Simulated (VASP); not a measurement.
# Nb5N (P-3m1) in VASP: a series of runs

The runs below take Nb5N through single point, relaxation of cell and atoms, with PBE.

Program: VASP 6.6.1. These are calculated values, not measurements. Logs are shortened: lines on timing, memory, paths and dates and some standing lists are left out, and cuts for length are marked.

### 1 The cell of the first run

It takes space group P-3m1 (No. 164, trigonal). Conventional cell: a = 3.135 Å, b = 3.135 Å, c = 11.452 Å, α = 90.00°, β = 90.00°, γ = 120.00°. Within 3.2 Å of Nb (site symmetry 3m) lie 3 N at 2.18 Å and 12 Nb at 2.99 to 3.13 Å. Nb (site symmetry 3m) has 12 Nb at 2.79 to 3.13 Å within 3.7 Å. Nb (site symmetry -3m) has 12 Nb at 2.79 to 3.13 Å within 3.7 Å. N (site symmetry -3m) has 6 Nb at 2.18 Å within 2.9 Å.

### 2 Single point, PBE

File INCAR:

```
PREC     = Accurate       # precision mode
ENCUT    = 520            # plane-wave cutoff, eV
EDIFF    = 1E-6           # SCF threshold, eV
ISMEAR   = 0              # smearing method
SIGMA    = 0.2            # smearing width, eV
LREAL    = False          # projectors in reciprocal space
LASPH    = True           # aspherical terms in the spheres
NELM     = 60             # most SCF steps
ALGO     = Normal         # electronic algorithm
ISIF     = 2              # what is computed and relaxed
LWAVE    = False          # write WAVECAR
LCHARG   = True           # write CHGCAR
GGA      = PE             # functional
LELF     = True           # ELF
LVHAR    = True         
NBANDS   = 44             # bands
```

File KPOINTS:

```
Automatic mesh
0
Gamma
  6 6 2
```

File POSCAR:

```
Nb5N
1.0
    3.1345783441      0.0000000000      0.0000000000
   -1.5672891720      2.7146244761      0.0000000000
    0.0000000000      0.0000000000     11.4519323208
Nb N
5 1
Direct
    0.3333333333      0.6666666667      0.1056545554
    0.6666666667      0.3333333333      0.8943454446
    0.6666666667      0.3333333333      0.3140309349
    0.3333333333      0.6666666667      0.6859690651
    0.0000000000      0.0000000000      0.5000000000
    0.0000000000      0.0000000000      0.0000000000
```

Potentials or basis: VASP PAW PBE potentials, release 64 (Nb_sv, N).

Started as:

```console
$ cat potpaw_PBE.64/Nb_sv/POTCAR potpaw_PBE.64/N/POTCAR > POTCAR
$ mpirun -np 1 vasp_std > vasp.out
```

OUTCAR:

```text
PREC = Accurate
   ENCUT = 520
   EDIFF = 1E-6
   ISMEAR = 0
   LREAL = False
   LASPH = True
   NELM = 60
   ISIF = 2
   GGA = PE

 ion  position               nearest neighbor table
   1  0.333  0.667  0.106-   6 2.18   6 2.18   6 2.18   3 2.99   3 2.99   3 2.99   2 3.02   2 3.02
                             2 3.02
   2  0.667  0.333  0.894-   6 2.18   6 2.18   6 2.18   4 2.99   4 2.99   4 2.99   1 3.02   1 3.02
                             1 3.02
   3  0.667  0.333  0.314-   5 2.79   5 2.79   5 2.79   1 2.99   1 2.99   1 2.99
   4  0.333  0.667  0.686-   5 2.79   5 2.79   5 2.79   2 2.99   2 2.99   2 2.99
   5  0.000  0.000  0.500-   3 2.79   4 2.79   4 2.79   3 2.79   3 2.79   4 2.79
   6  0.000  0.000  0.000-   1 2.18   2 2.18   1 2.18   2 2.18   2 2.18   1 2.18

  LATTYP: Found a hexagonal cell.
 ALAT       =     3.1345783441
 C/A-ratio  =     3.6534203531

  Lattice vectors:

 A1 = (   3.1345783441,   0.0000000000,   0.0000000000)
 A2 = (  -1.5672891720,   2.7146244761,   0.0000000000)
 A3 = (   0.0000000000,   0.0000000000,  11.4519323208)

Analysis of symmetry for initial positions (statically):
=====================================================================
 Subroutine PRICEL returns:
 Original cell was already a primitive cell.

 Routine SETGRP: Setting up the symmetry group for a
 hexagonal supercell.

 Subroutine GETGRP returns: Found 12 space group operations
 (whereof 12 operations were pure point group operations)
 out of a pool of 24 trial point group operations.

The static configuration has the point symmetry D_3d.

Analysis of symmetry for dynamics (positions and initial velocities):
=====================================================================
 Subroutine PRICEL returns:
 Original cell was already a primitive cell.

 Routine SETGRP: Setting up the symmetry group for a
 hexagonal supercell.

 Subroutine GETGRP returns: Found 12 space group operations
 (whereof 12 operations were pure point group operations)
 out of a pool of 24 trial point group operations.

The dynamic configuration has the point symmetry D_3d.

 Subroutine INISYM returns: Found 12 space group operations
 (whereof 12 operations are pure point group operations),
 and found     1 'primitive' translations

----------------------------------------------------------------------------------------

                                     Primitive cell

  volume of cell :      97.4468

  direct lattice vectors                    reciprocal lattice vectors
     3.134578344  0.000000000  0.000000000     0.319022175  0.184187538  0.000000000
    -1.567289172  2.714624476  0.000000000     0.000000000  0.368375077  0.000000000
     0.000000000  0.000000000 11.451932321     0.000000000  0.000000000  0.087321508

  length of vectors
     3.134578344  3.134578344 11.451932321     0.368375077  0.368375077  0.087321508

  position of ions in fractional coordinates (direct lattice)
     0.333333333  0.666666667  0.105654555
     0.666666667  0.333333333  0.894345445
     0.666666667  0.333333333  0.314030935
     0.333333333  0.666666667  0.685969065
     0.000000000  0.000000000  0.500000000
     0.000000000  0.000000000  0.000000000

  ion indices of the primitive-cell ions
   primitive index   ion index
                 1           1
                 2           2
                 3           3
                 4           4
                 5           5
                 6           6

----------------------------------------------------------------------------------------

 KPOINTS: Automatic mesh

Automatic generation of k-mesh.
 Grid dimensions read from file:
 generate k-points for:    6    6    2

 Generating k-lattice:

  Cartesian coordinates                     Fractional coordinates (reciprocal lattice)
     0.053170362  0.030697923  0.000000000     0.166666667 -0.000000000  0.000000000
     0.000000000  0.061395846  0.000000000     0.000000000  0.166666667  0.000000000
     0.000000000  0.000000000  0.043660754     0.000000000  0.000000000  0.500000000

  Length of vectors
     0.061395846  0.061395846  0.043660754

  Shift w.r.t. Gamma in fractional coordinates (k-lattice)
     0.000000000  0.000000000  0.000000000

 Subroutine IBZKPT returns following result:
 ===========================================

 Found     14 irreducible k-points:

 Following reciprocal coordinates:
            Coordinates               Weight
  0.000000  0.000000  0.000000      1.000000
  0.166667  0.000000  0.000000      6.000000
  0.333333  0.000000  0.000000      6.000000
  0.500000  0.000000  0.000000      3.000000
  0.166667  0.166667  0.000000      6.000000
  0.333333  0.166667  0.000000     12.000000
  0.333333  0.333333  0.000000      2.000000
  0.000000  0.000000  0.500000      1.000000
  0.166667  0.000000  0.500000      6.000000
  0.333333  0.000000  0.500000      6.000000
  0.500000  0.000000  0.500000      3.000000
  0.166667  0.166667  0.500000      6.000000
  0.333333  0.166667  0.500000     12.000000
  0.333333  0.333333  0.500000      2.000000
   k-points           NKPTS =     14   k-points in BZ     NKDIM =     14   number of bands    NBANDS=     44
   number of dos      NEDOS =    301   number of ions     NIONS =      6
   total plane-waves  NPLWV =  51840
   dimension x,y,z NGX =    24 NGY =   24 NGZ =   90
   dimension x,y,z NGXF=    48 NGYF=   48 NGZF=  180
   ions per type =               5   1
   NGX,Y,Z   is equivalent  to a cutoff of  12.73, 12.73, 13.07 a.u.
   NGXF,Y,Z  is equivalent  to a cutoff of  25.46, 25.46, 26.13 a.u.
 SYSTEM =  unknown system
   PREC   = accura    normal or accurate (medium, high low for compatibility)
   ISTART =      0    job   : 0-new  1-cont  2-samecut
   ICHARG =      2    charge: 1-file 2-atom 10-const
   ISPIN  =      1    spin polarized calculation?
   LNONCOLLINEAR =      F non collinear calculations
   LSORBIT =      F    spin-orbit coupling
   LASPH  =      T    aspherical Exc in radial PAW
   ENCUT  =  520.0 eV  38.22 Ry    6.18 a.u.   5.83  5.83 21.29*2*pi/ulx,y,z
   NELM   =     60;   NELMIN=  2; NELMDL= -5     # of ELM steps
   EDIFF  = 0.1E-05   stopping-criterion for ELM
   LREAL  =      F    real-space projection
   EDIFFG = 0.1E-04   stopping-criterion for IOM
   NSW    =      0    number of steps for IOM
   IBRION =     -1    ionic relax: 0-MD 1-quasi-New 2-CG
   NFREE  =      0    steps in history (QN), initial steepest desc. (CG)
   ISIF   =      2    stress and relaxation
   ISYM   =      2    0-nonsym 1-usesym 2-fastsym
   POTIM  = 0.5000    time-step for ionic-motion
   TEBEG  =    0.0;   TEEND  =   0.0 temperature during run
   PSTRESS=    0.0 pullay stress
   NELECT =      70.0000    total number of electrons
   NUPDOWN=      -1.0000    fix difference up-down
   EMIN   =  10.00;   EMAX   =-10.00  energy-range for DOS
   EFERMI =   0.00;   METHOD = LEGACY
   ISMEAR =     0;   SIGMA  =   0.20  broadening in eV -4-tet -1-fermi 0-gaus
   EFERMI_NEDOS =   21; number of points for ismear=-14 and -15
   IALGO  =     38    algorithm
   IMIX   =      4    mixing-type and parameters
     AMIX     =   0.40;   BMIX     =  1.00
     AMIX_MAG =   1.60;   BMIX_MAG =  1.00
  volume/ion in A,a.u.               =      16.24       109.60
  Fermi-wavevector in a.u.,A,eV,Ry     =   1.466172  2.770664 29.247909  2.149661
  Thomas-Fermi vector in A             =   2.581941
   LORBIT       =      0    0 simple, 1 ext, 2 COOP (PROOUT), +10 PAW based schemes
   GGA     = PE    functional components
   LHFCALC =     F    Hartree Fock is set to
   AEXX    =    0.0000 exact exchange contribution
   IVDW    =     0    specifies the selected vdW correction
   LEPSILON=     F    determine dielectric tensor
   LRPA    =     F    only Hartree local field effects (RPA)
 non-spin polarized calculation
 Gauss-broadening in eV      SIGMA  =   0.20
  energy-cutoff  :      520.00
  volume of cell :       97.45
 maximum number of plane-waves:      2632
 NGX is ok and might be reduce to    24
   NGX = 11   NGY = 11   NGZ = 43

 number of electron      69.9999996 magnetization

 Free energy of the ion-electron system (eV)
  ---------------------------------------------------
  ext. energy  EPLUGINS =         0.00000000
  ---------------------------------------------------
  free energy    TOTEN  =       -61.11523089 eV

  energy without entropy =      -61.04190461  energy(sigma->0) =      -61.07856775

 E-fermi :  11.2216     XC(G=0): -12.4542

 val. band max:       11.1896099774   @ k =   0.1667   0.1667   0.0000
 cond. band min:      11.2855496421   @ k =   0.5000   0.0000   0.5000
 fundamental gap:      0.0959396647
 Fermi energy:        11.2215680938

 k-point     1 :       0.0000    0.0000    0.0000
  band No.  band energies     occupation
      1     -44.1104      2.00000
      2     -44.0142      2.00000
      3     -43.3443      2.00000
      4     -43.2796      2.00000
      5     -42.9657      2.00000
      6     -20.6000      2.00000
[... 36 lines left out ...]
     43      13.0851      0.00000
     44      13.2036      0.00000

 k-point     2 :       0.1667    0.0000    0.0000
  band No.  band energies     occupation
      1     -44.0851      2.00000
      2     -44.0003      2.00000
      3     -43.3147      2.00000
      4     -43.2623      2.00000
      5     -42.9601      2.00000
      6     -20.5498      2.00000
[... 36 lines left out ...]
     43      13.3141      0.00000
     44      13.3387      0.00000

 k-point     3 :       0.3333    0.0000    0.0000
  band No.  band energies     occupation
      1     -44.0307      2.00000
      2     -43.9755      2.00000
      3     -43.2522      2.00000
      4     -43.2275      2.00000
      5     -42.9520      2.00000
      6     -20.5535      2.00000
[... 36 lines left out ...]
     43      13.7175      0.00000
     44      14.2463      0.00000

 k-point     4 :       0.5000    0.0000    0.0000
  band No.  band energies     occupation
      1     -43.9987      2.00000
      2     -43.9677      2.00000
      3     -43.2183      2.00000
      4     -43.2102      2.00000
      5     -42.9502      2.00000
      6     -20.6780      2.00000
[... 412 lines left out ...]
     43      13.8022      0.00000
     44      13.8670      0.00000

 k-point    13 :       0.3333    0.1667    0.5000
  band No.  band energies     occupation
      1     -43.9990      2.00000
      2     -43.9674      2.00000
      3     -43.2187      2.00000
      4     -43.2100      2.00000
      5     -42.9500      2.00000
      6     -20.5919      2.00000
[... 36 lines left out ...]
     43      14.3667      0.00000
     44      14.9486      0.00000

 k-point    14 :       0.3333    0.3333    0.5000
  band No.  band energies     occupation
      1     -43.9733      2.00000
      2     -43.9733      2.00000
      3     -43.2012      2.00000
      4     -43.2012      2.00000
      5     -42.9496      2.00000
      6     -20.4967      2.00000
[... 36 lines left out ...]
     43      14.7095      0.00000
     44      14.7127      0.00000

------------------------ aborting loop because EDIFF is reached ----------------------------------------

  FORCE on cell =-STRESS in cart. coord.  units (eV):
  Direction    XX          YY          ZZ          XY          YZ          ZX
  --------------------------------------------------------------------------------------
  -------------------------------------------------------------------------------------
  Total       -0.1801194     -0.1801194      0.0738571     -0.0000000      0.0000000      0.0000000
  in kB       -2.9614434     -2.9614434      1.2143254     -0.0000000      0.0000000      0.0000000
  external PRESSURE =      -1.5695204 kB  Pullay stress =       0.0000000 kB

 VOLUME and BASIS-vectors are now :
 -----------------------------------------------------------------------------
  energy-cutoff  :      520.00
  volume of cell :       97.45
      direct lattice vectors                 reciprocal lattice vectors
     3.134578344  0.000000000  0.000000000     0.319022175  0.184187538  0.000000000
    -1.567289172  2.714624476  0.000000000     0.000000000  0.368375077  0.000000000
     0.000000000  0.000000000 11.451932321     0.000000000  0.000000000  0.087321508

 POSITION                                       TOTAL-FORCE (eV/Angst)
 -----------------------------------------------------------------------------------
     -0.00000      1.80975      1.20995        -0.000000     -0.000000     -0.016964
      1.56729      0.90487     10.24198         0.000000      0.000000      0.016964
      1.56729      0.90487      3.59626         0.000000     -0.000000     -0.039605
     -0.00000      1.80975      7.85567        -0.000000      0.000000      0.039605
      0.00000      0.00000      5.72597         0.000000      0.000000      0.000000
      0.00000      0.00000      0.00000         0.000000      0.000000      0.000000
 -----------------------------------------------------------------------------------
    total drift:                                0.000000     -0.000000     -0.000000

  FREE ENERGIE OF THE ION-ELECTRON SYSTEM (eV)
  ---------------------------------------------------
  free  energy   TOTEN  =       -61.1152308916 eV

  energy  without entropy=      -61.0419046144  energy(sigma->0) =      -61.07856775
```

Run time: 43 s. Hardware: 1 thread of Intel Xeon 6975P-C (Granite Rapids), shared host; peak memory 0.23 GiB.

Results:

| Item | Value |
| --- | --- |
| Free energy | -61.1152 eV |
| Pressure | -0.2 GPa |
| Largest force | 0.040 eV/Å |
| Band gap on the k mesh | zero (bands 35 and 36 overlap by 0.68 eV) |

Forces on the atoms (eV/Å):
```
Nb   0.000  0.000 -0.017
Nb   0.000  0.000  0.017
Nb   0.000  0.000 -0.040
Nb   0.000  0.000  0.040
Nb   0.000  0.000  0.000
N    0.000  0.000  0.000
```

Stress tensor (GPa, compression positive):
```
-0.30  0.00  0.00
 0.00 -0.30  0.00
 0.00  0.00  0.12
```

Caveat: the k points lie up to 0.39 Å⁻¹ apart, too coarse for converged energies and pressures of a metal.

### 3 Relaxation of cell and atoms, PBE

This run uses another cell than the first one, of 15.06 Å³/atom.

File INCAR:

```
ALGO     = Normal         # electronic algorithm
EDIFF    = 1E-7           # SCF threshold, eV
EDIFFG   = -0.08          # ionic threshold
ENCUT    = 600            # plane-wave cutoff, eV
GGA      = PE             # functional
IBRION   = 2              # ionic algorithm
ISIF     = 3              # what is computed and relaxed
ISMEAR   = 0              # smearing method
LASPH    = True           # aspherical terms in the spheres
LCHARG   = False          # write CHGCAR
LREAL    = False          # projectors in reciprocal space
LWAVE    = False          # write WAVECAR
NELM     = 60             # most SCF steps
NSW      = 36             # ionic steps
PREC     = Accurate       # precision mode
SIGMA    = 0.2            # smearing width, eV
```

File KPOINTS:

```
k-points
0
Gamma
  6 6 2
```

File POSCAR:

```
Nb5N
1.0
    3.0800000000      0.0000000000      0.0000000000
   -1.5400000000      2.6673582400      0.0000000000
    0.0000000000      0.0000000000     11.0000000000
Nb N
5 1
Direct
    0.3333333300      0.6666666700      0.1080000000
    0.6666666700      0.3333333300      0.8920000000
    0.6666666700      0.3333333300      0.3020000000
    0.3333333300      0.6666666700      0.6980000000
    0.0000000000      0.0000000000      0.5000000000
    0.0000000000      0.0000000000      0.0000000000
```

Potentials or basis: VASP PAW PBE potentials, release 64 (Nb_sv, N).

Started as:

```console
$ cat potpaw_PBE.64/Nb_sv/POTCAR potpaw_PBE.64/N/POTCAR > POTCAR
$ mpirun -np 1 vasp_std > vasp.out
```

It took 6.8 min on 1 thread of Intel Xeon 6975P-C (Granite Rapids), shared host; peak memory 0.28 GiB.

It converged, with:

| Property | Result |
| --- | --- |
| Free energy | -61.1116 eV |
| Relaxed volume | 16.26 Å³/atom |
| Relaxed cell | a = 3.131 Å, b = 3.131 Å, c = 11.490 Å, α = 90.00°, β = 90.00°, γ = 120.00° |
| Space group after relaxing (to 0.1 Å) | P-3m1 (No. 164) |
| Energy gained by relaxing | 104.7 meV/atom |
| Ionic steps | 9 |
| Pressure after relaxing | -0.3 GPa |
| Largest force after relaxing | 0.012 eV/Å |
| Band gap on the k mesh | zero (bands 35 and 36 overlap by 0.69 eV) |

Forces in eV/Å, atoms in the order of the input:
```
Nb   0.000  0.000  0.010
Nb   0.000  0.000 -0.010
Nb   0.000  0.000 -0.012
Nb   0.000  0.000  0.012
Nb   0.000  0.000  0.000
N    0.000  0.000  0.000
```

Stress tensor (GPa, compression positive):
```
-0.23  0.00  0.00
 0.00 -0.23  0.00
 0.00  0.00 -0.51
```

Step by step:
| step | energy change (eV) | largest force (eV/Å) | pressure (GPa) | volume (Å³) |
| --- | --- | --- | --- | --- |
| 1 | 0.0000 | 1.8336 | 17.23 | 90.37 |
| 2 | 0.6557 | 1.0546 | -22.32 | 113.23 |
| 3 | -0.4880 | 1.0738 | -2.77 | 98.70 |
| 4 | -0.4891 | 1.1014 | -2.00 | 98.31 |
| 5 | -0.6128 | 0.3594 | -0.13 | 97.61 |
| 6 | -0.6159 | 0.2237 | 0.28 | 97.49 |
| 7 | -0.6234 | 0.1277 | -0.57 | 97.81 |
| 8 | -0.6251 | 0.0506 | -1.21 | 98.06 |
| 9 | -0.6284 | 0.0117 | -0.32 | 97.57 |

Final structure:
```cif
data_structure
_symmetry_space_group_name_H-M 'P 1'
_symmetry_Int_Tables_number 1
_cell_length_a 3.1313
_cell_length_b 3.1313
_cell_length_c 11.4904
_cell_angle_alpha 90.000
_cell_angle_beta 90.000
_cell_angle_gamma 120.000
_cell_volume 97.57
loop_
_atom_site_label
_atom_site_type_symbol
_atom_site_fract_x
_atom_site_fract_y
_atom_site_fract_z
_atom_site_occupancy
Nb1 Nb 0.33333 0.66667 0.10544 1
Nb2 Nb 0.66667 0.33333 0.89456 1
Nb3 Nb 0.66667 0.33333 0.31362 1
Nb4 Nb 0.33333 0.66667 0.68638 1
Nb5 Nb 0.00000 0.00000 0.50000 1
N1 N 0.00000 0.00000 0.00000 1
```

Levels at points of the mesh, in eV from the Fermi level:
```
           k point  band 33  band 34  band 35  band 36  band 37  band 38
(0.00, 0.00, 0.00)    -0.46    -0.45    -0.06    -0.06     0.32     0.32
(0.50, 0.00, 0.00)    -0.52    -0.07     0.45     1.08     1.19     1.46
(0.00, 0.00, 0.50)    -0.36    -0.25    -0.25    -0.25     0.24     0.24
(0.50, 0.00, 0.50)    -0.41     0.06     0.44     0.64     0.71     1.83
```

Caveat: the k points lie up to 0.39 Å⁻¹ apart in the final cell, too coarse for converged energies and pressures of a metal.

(Continued in part 2 of 2.)
